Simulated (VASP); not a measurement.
# Hf2TaN2 (P4/mmm) in VASP: further runs, part 2 of 2

VASP 6.6.1. Earlier steps stand in the parts before.

**3. Single point, PBE**

This run uses another cell than the first one, of 14.59 Å³/atom.

Contents of INCAR:

```
SYSTEM = Hf2TaN2
ALGO = Normal
EDIFF = 1E-6
ENCUT = 520
GGA = PE
ISIF = 2
ISMEAR = 0
LASPH = .TRUE.
LCHARG = .FALSE.
LREAL = .FALSE.
LWAVE = .FALSE.
NBANDS = 28
NELM = 80
PREC = Accurate
SIGMA = 0.1
```

Contents of KPOINTS:

```
k-points
0
G
  10 10 8
  0 0 0
```

Contents of POSCAR:

```
Hf2TaN2
1.0
    3.7467022763      0.0000000000      0.0000000000
    0.0000000000      3.7467022763      0.0000000000
    0.0000000000      0.0000000000      5.1961075768
Hf Ta N
2 1 2
Direct
    0.0000000000      0.5000000000      0.5000000000
    0.5000000000      0.0000000000      0.5000000000
    0.0000000000      0.0000000000      0.0000000000
    0.5000000000      0.5000000000      0.2471787721
    0.5000000000      0.5000000000      0.7528212279
```

Potentials or basis: VASP PAW PBE potentials, release 64 (Hf_pv, Ta_pv, N).

Command:

```bash
$ cat potpaw_PBE.64/Hf_pv/POTCAR potpaw_PBE.64/Ta_pv/POTCAR potpaw_PBE.64/N/POTCAR > POTCAR
$ mpirun -np 1 vasp_std > vasp.out
```

OUTCAR:

```text
SYSTEM = Hf2TaN2
   EDIFF = 1E-6
   ENCUT = 520
   GGA = PE
   ISIF = 2
   ISMEAR = 0
   LASPH = .TRUE.
   LREAL = .FALSE.
   NELM = 80
   PREC = Accurate

 ion  position               nearest neighbor table
   1  0.000  0.500  0.500-   4 2.29   5 2.29   4 2.29   5 2.29   2 2.65   2 2.65   2 2.65   2 2.65
                             3 3.20   3 3.20   3 3.20   3 3.20
   2  0.500  0.000  0.500-   4 2.29   5 2.29   4 2.29   5 2.29   1 2.65   1 2.65   1 2.65   1 2.65
                             3 3.20   3 3.20   3 3.20   3 3.20
   3  0.000  0.000  0.000-   1 3.20   2 3.20   1 3.20   2 3.20   1 3.20   1 3.20   2 3.20   2 3.20

   4  0.500  0.500  0.247-   1 2.29   2 2.29   2 2.29   1 2.29
[... 951 lines left out ...]
  -------------------------------------------------------------------------------------
  Total       -0.6694402     -0.6694402     -0.3363361      0.0000000     -0.0000000     -0.0000000
  in kB      -14.7043518    -14.7043518     -7.3876721      0.0000000     -0.0000000     -0.0000000
  external PRESSURE =     -12.2654585 kB  Pullay stress =       0.0000000 kB

 VOLUME and BASIS-vectors are now :
 -----------------------------------------------------------------------------
  energy-cutoff  :      520.00
  volume of cell :       72.94
      direct lattice vectors                 reciprocal lattice vectors
     3.746702276  0.000000000  0.000000000     0.266901378  0.000000000  0.000000000
     0.000000000  3.746702276  0.000000000     0.000000000  0.266901378  0.000000000
     0.000000000  0.000000000  5.196107577     0.000000000  0.000000000  0.192451751

 POSITION                                       TOTAL-FORCE (eV/Angst)
 -----------------------------------------------------------------------------------
      0.00000      1.87335      2.59805         0.000000      0.000000      0.000000
      1.87335      0.00000      2.59805         0.000000      0.000000      0.000000
      0.00000      0.00000      0.00000         0.000000      0.000000      0.000000
      1.87335      1.87335      1.28437        -0.000000     -0.000000      0.116583
      1.87335      1.87335      3.91174         0.000000      0.000000     -0.116583
 -----------------------------------------------------------------------------------
    total drift:                                0.000000      0.000000      0.000000

  FREE ENERGIE OF THE ION-ELECTRON SYSTEM (eV)
  ---------------------------------------------------
  free  energy   TOTEN  =       -45.7421112804 eV

  energy  without entropy=      -45.7264947987  energy(sigma->0) =      -45.73430304
```

stdout:

```text
POSCAR found type information on POSCAR HfTaN
 POSCAR found :  3 types and       5 ions
 scaLAPACK will be used
 LDA part: xc-table for (Slater+PW92), standard interpolation
 POSCAR, INCAR and KPOINTS ok, starting setup
 FFT: planning ... GRIDC
 FFT: planning ... GRID_SOFT
 FFT: planning ... GRID
 WAVECAR not read
 entering main loop
```

Run time: 93 s. Hardware: 1 thread of Intel Xeon 6975P-C (Granite Rapids), shared host; peak memory 0.33 GiB.

Results:

```yaml
Free_energy: -45.7421 eV
Pressure: -1.2 GPa
Largest_force: 0.117 eV/Å
Band_gap_on_the_k_mesh: zero (an odd number of electrons rules out a gap without spin polarisation)
```

Forces on the atoms (eV/Å):
```
Hf   0.000  0.000  0.000
Hf   0.000  0.000  0.000
Ta   0.000  0.000  0.000
N    0.000  0.000  0.117
N    0.000  0.000 -0.117
```

Stress tensor (GPa, compression positive):
```
-1.47  0.00  0.00
 0.00 -1.47  0.00
 0.00  0.00 -0.74
```

Caveat: spin-orbit coupling is left out, which moves the levels of the heavy elements.

**4. Relaxation of cell and atoms, PBE**

This run uses another cell than the first one, of 14.62 Å³/atom.

Contents of INCAR:

```
SYSTEM = Hf2TaN2
PREC = Accurate
ENCUT = 600
EDIFF = 1E-6
ISMEAR = 0
SIGMA = 0.1
LREAL = .FALSE.
LASPH = .TRUE.
NELM = 80
ALGO = Normal
ISIF = 3
LWAVE = .FALSE.
LCHARG = .FALSE.
GGA = PE
IBRION = 2
NSW = 100
EDIFFG = -0.01
```

Contents of KPOINTS:

```
Automatic mesh
0
G
  10 10 8
  0 0 0
```

Contents of POSCAR:

```
Hf2TaN2
1.0
    3.7693756117      0.0000000000      0.0000000000
    0.0000000000      3.7693756117      0.0000000000
    0.0000000000      0.0000000000      5.1436456840
Hf Ta N
2 1 2
Direct
    0.0000000000      0.5000000000      0.5000000000
    0.5000000000      0.0000000000      0.5000000000
    0.0000000000      0.0000000000      0.0000000000
    0.5000000000      0.5000000000      0.2474057237
    0.5000000000      0.5000000000      0.7525942763
```

Command:

```bash
$ cat potpaw_PBE.64/Hf_pv/POTCAR potpaw_PBE.64/Ta_pv/POTCAR potpaw_PBE.64/N/POTCAR > POTCAR
$ mpirun -np 1 vasp_std > vasp.out
```

It took 7.1 min on 1 thread of Intel Xeon 6975P-C (Granite Rapids), shared host; peak memory 0.38 GiB.

The run converged. Its results:

```yaml
Free_energy: -45.7495 eV
Relaxed_volume: 14.48 Å³/atom
Relaxed_cell: a = 3.733 Å, b = 3.733 Å, c = 5.197 Å, α = 90.00°, β = 90.00°, γ = 90.00°
Space_group_after_relaxing_to_0.1_Å: P4/mmm (No. 123)
Energy_gained_by_relaxing: 2.7 meV/atom
Ionic_steps: 8
Pressure_after_relaxing: 0.0 GPa
Largest_force_after_relaxing: 0.005 eV/Å
Band_gap_on_the_k_mesh: zero (an odd number of electrons rules out a gap without spin polarisation)
```

Forces in eV/Å, atoms in the order of the input:
```
Hf   0.000  0.000  0.000
Hf   0.000  0.000  0.000
Ta   0.000  0.000  0.000
N    0.000  0.000 -0.005
N    0.000  0.000  0.005
```

Stress tensor (GPa, compression positive):
```
-0.05  0.00  0.00
 0.00 -0.05  0.00
 0.00  0.00  0.03
```

Step by step:
```tsv
step	energy change (eV)	largest force (eV/Å)	pressure (GPa)	volume (Å³)
1	0.0000	0.1573	-1.49	73.08
2	-0.0060	0.2045	2.07	71.65
3	-0.0091	0.0696	0.74	72.17
4	-0.0133	0.0477	0.12	72.41
5	-0.0133	0.0465	0.08	72.42
6	-0.0134	0.0036	-0.18	72.49
7	-0.0134	0.0141	-0.11	72.47
8	-0.0135	0.0053	-0.03	72.40
```

Final structure:
```
Hf Ta N
1.0
     3.73260    0.00000    0.00000
     0.00000    3.73260    0.00000
     0.00000    0.00000    5.19670
Hf Ta N
2 1 2
Direct
  0.00000 0.50000 0.50000
  0.50000 0.00000 0.50000
  0.00000 0.00000 0.00000
  0.50000 0.50000 0.24760
  0.50000 0.50000 0.75240
```

Levels at points of the mesh, in eV from the Fermi level:
```
           k point  band 18  band 19  band 20  band 21  band 22  band 23  band 24
(0.00, 0.00, 0.00)    -2.22    -2.16    -0.31    -0.02     0.68     0.68     0.68
(0.50, 0.00, 0.00)    -1.05    -1.03    -0.48     0.43     1.17     1.62     1.69
(0.50, 0.50, 0.00)    -1.85    -0.89    -0.69    -0.69     1.62     1.62     1.71
(0.00, 0.00, 0.50)    -2.75    -2.14    -1.51    -1.11     1.17     1.25     1.42
(0.50, 0.00, 0.50)    -1.66    -1.44    -0.61    -0.17     0.86     1.43     1.56
(0.50, 0.50, 0.50)    -1.80    -0.76    -0.76     0.75     0.75     1.46     1.50
```

Caveat: spin-orbit coupling is left out, which moves the levels of the heavy elements.

**5. Overview**

```tsv
task	cell	k mesh	cutoff (eV)	gap on the mesh (eV)	pressure (GPa)	relaxed volume (Å³/atom)	largest force (eV/Å)
relaxation of cell and atoms	relaxed from a = 3.955, b = 3.955, c = 5.365 Å, 5 atoms, atomic positions A	4 × 4 × 4	600	none	0.0	14.49	-
single point	a = 3.747, b = 3.747, c = 5.196 Å, 5 atoms, atomic positions B	10 × 10 × 8	520	none	-1.2	-	0.12
relaxation of cell and atoms	relaxed from a = 3.769, b = 3.769, c = 5.144 Å, 5 atoms, atomic positions C	10 × 10 × 8	600	none	0.0	14.48	0.01
```

Alike in all rows: level PBE; potentials or basis VASP PAW PBE potentials, release 64 (Hf_pv, Ta_pv, N); no spin polarisation; smearing gaussian 0.1 eV.

Caveats: some runs use coarse meshes; spin-orbit coupling is left out, which moves the levels of the heavy elements.

Absolute energies hang on the potentials; compare differences alone.
